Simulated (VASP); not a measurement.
Crystal: Tl3Sb2Mo.

```
Tl Sb Mo
1.0
     3.03525    1.75240    5.88702
    -3.03525    1.75240    5.88702
     0.00000   -3.50480    5.88702
Tl Sb Mo
3 2 1
Direct
  0.50000 0.50000 0.00000
  0.00000 0.50000 0.50000
  0.50000 0.00000 0.50000
  0.85048 0.85048 0.85048
  0.14952 0.14952 0.14952
  0.00000 0.00000 0.00000
```

The cell was generated, and may not be a known phase.

| Property | Result |
| --- | --- |
| Program | VASP 6.6.1 |
| Task | relaxation of cell and atoms |
| Functional | PBE |
| Potentials or basis | VASP PAW PBE potentials, release 64 (Tl_d, Sb, Mo_sv) |
| Cutoff | 600 eV |
| k mesh | 6 × 6 × 6 |
| Occupations | gaussian, width 0.1 eV |
| Spin | no spin polarisation |

At the start: pressure -0.4 GPa; volume 31.31 Å³/atom.

Problem. How do energy, volume and symmetry change on relaxing?

Solution. Over 10 steps the energy falls by 2.2 meV/atom and the volume is 31.11 Å³/atom (-0.6 %); space group R-3m (No. 166, to 0.1 Å) before and after.

Step by step:
```csv
step,energy change (eV),largest force (eV/Å),pressure (GPa),volume (Å³)
1,0.0000,0.0585,-0.40,187.88
2,-0.0101,0.0347,0.01,185.75
3,-0.0104,0.0520,0.10,185.33
4,-0.0104,0.0498,0.10,185.38
5,-0.0110,0.0699,0.00,185.81
6,-0.0112,0.1056,-0.17,186.58
7,-0.0112,0.0951,-0.12,186.34
8,-0.0115,0.0851,-0.10,186.37
9,-0.0123,0.0571,-0.06,186.47
10,-0.0129,0.0015,0.02,186.68
```

Final structure:
```xyz
6
Lattice="3.0019 1.7332 5.9801 -3.0019 1.7332 5.9801 0.0000 -3.4663 5.9801" Properties=species:S:1:pos:R:3 pbc="T T T"
Tl    0.0000    1.7332    5.9801
Tl   -1.5010   -0.8666    5.9801
Tl    1.5010   -0.8666    5.9801
Sb    0.0000    0.0000   15.2818
Sb    0.0000    0.0000    2.6583
Mo    0.0000    0.0000    0.0000
```
